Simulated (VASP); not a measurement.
The system is GePt.

```
Ge Pt
1.0
     4.19142    0.00000    0.00000
    -2.09571    3.62988    0.00000
     0.00000    0.00000    4.51733
Ge Pt
2 2
Direct
  0.33333 0.66667 0.00000
  0.66667 0.33333 0.00000
  0.33333 0.66667 0.50000
  0.66667 0.33333 0.50000
```

The cell was generated, and may not be a known phase.

* Program: VASP 6.6.1
* Task: relaxation of cell and atoms
* Functional: PBE
* Potentials or basis: VASP PAW PBE potentials, release 64 (Ge_d, Pt)
* Cutoff: 600 eV
* k mesh: 6 × 6 × 4
* Occupations: gaussian, width 0.1 eV
* Spin: no spin polarisation

At the start: pressure 48.2 GPa; volume 17.18 Å³/atom.

**Question.** How do energy, volume and symmetry change on relaxing?

**Answer.** Over 10 steps the energy falls by 583.1 meV/atom and the volume is 21.86 Å³/atom (+27.2 %); space group P6/mmm (No. 191, to 0.1 Å) before and after.

The path:
| step | energy change (eV) | largest force (eV/Å) | pressure (GPa) | volume (Å³) |
| --- | --- | --- | --- | --- |
| 1 | 0.0000 | 0.0000 | 48.19 | 68.73 |
| 2 | 1.1894 | 0.0000 | -14.34 | 133.20 |
| 3 | -2.2814 | 0.0000 | -3.15 | 89.82 |
| 4 | -2.3146 | 0.0000 | -1.00 | 87.84 |
| 5 | -2.3202 | 0.0000 | 0.52 | 86.60 |
| 6 | -2.3198 | 0.0000 | 0.02 | 86.99 |
| 7 | -2.3312 | 0.0000 | -0.48 | 87.73 |
| 8 | -2.3316 | 0.0000 | -0.59 | 87.91 |
| 9 | -2.3317 | 0.0000 | 0.61 | 87.01 |
| 10 | -2.3326 | 0.0000 | -0.02 | 87.44 |

Final structure:
```
Ge Pt
1.0
     4.49792    0.00000    0.00000
    -2.24896    3.89531    0.00000
     0.00000    0.00000    4.99084
Ge Pt
2 2
Direct
  0.33333 0.66667 0.00000
  0.66667 0.33333 0.00000
  0.33333 0.66667 0.50000
  0.66667 0.33333 0.50000
```

Caveat: the volume moved by over 15 % at a fixed basis, so the end points are rough.
